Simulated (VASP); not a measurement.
A run of VASP 6.6.1 is set up as follows.

INCAR

```
PREC     = Accurate       # precision mode
ENCUT    = 520            # plane-wave cutoff, eV
EDIFF    = 1E-6           # SCF threshold, eV
ISMEAR   = 0              # smearing method
SIGMA    = 0.1            # smearing width, eV
LREAL    = False          # projectors in reciprocal space
LASPH    = True           # aspherical terms in the spheres
NELM     = 80             # most SCF steps
ALGO     = Normal         # electronic algorithm
ISIF     = 2              # what is computed and relaxed
LWAVE    = False          # write WAVECAR
LCHARG   = False          # write CHGCAR
GGA      = PE             # functional
NBANDS   = 26             # bands
```

KPOINTS

```
Automatic mesh
0
Gamma
  3 3 4
```

The input POSCAR:

```
MgZr2H6
1.0
    5.3607169520     -0.0000000025      0.0000000000
   -2.6803584739      4.6425170642      0.0000000000
    0.0000000000      0.0000000000      3.2101325817
Mg Zr H
1 2 6
Direct
    0.0000000000      0.0000000000      0.5000000000
    0.3333333333      0.6666666667      0.7422012466
    0.6666666667      0.3333333333      0.2577987534
    0.8084636204      0.6169272409      0.7556693066
    0.3830727591      0.1915363796      0.7556693066
    0.8084636204      0.1915363796      0.7556693066
    0.1915363796      0.3830727591      0.2443306934
    0.6169272409      0.8084636204      0.2443306934
    0.1915363796      0.8084636204      0.2443306934
```

Potentials or basis: VASP PAW PBE potentials, release 64 (Mg, Zr_sv, H).

Command:

```bash
$ cat potpaw_PBE.64/Mg/POTCAR potpaw_PBE.64/Zr_sv/POTCAR potpaw_PBE.64/H/POTCAR > POTCAR
$ mpirun -np 1 vasp_std > vasp.out
```

Question: Predict the band gap on the k mesh.

Answer: Zero (bands 16 and 17 overlap by 2.04 eV).

Question: What does it give for the largest force?

Answer: 0.020 eV/Å.

Question: Predict the pressure.

Answer: -0.5 GPa.

Forces on the atoms (eV/Å):
```
Mg   0.000  0.000  0.000
Zr   0.000  0.000 -0.019
Zr   0.000  0.000  0.019
H    0.000 -0.019 -0.005
H    0.017  0.010 -0.005
H   -0.017  0.010 -0.005
H    0.000  0.019  0.005
H   -0.017 -0.010  0.005
H    0.017 -0.010  0.005
```

Caveat: the k points lie up to 0.49 Å⁻¹ apart, too coarse for converged energies and pressures of a metal.
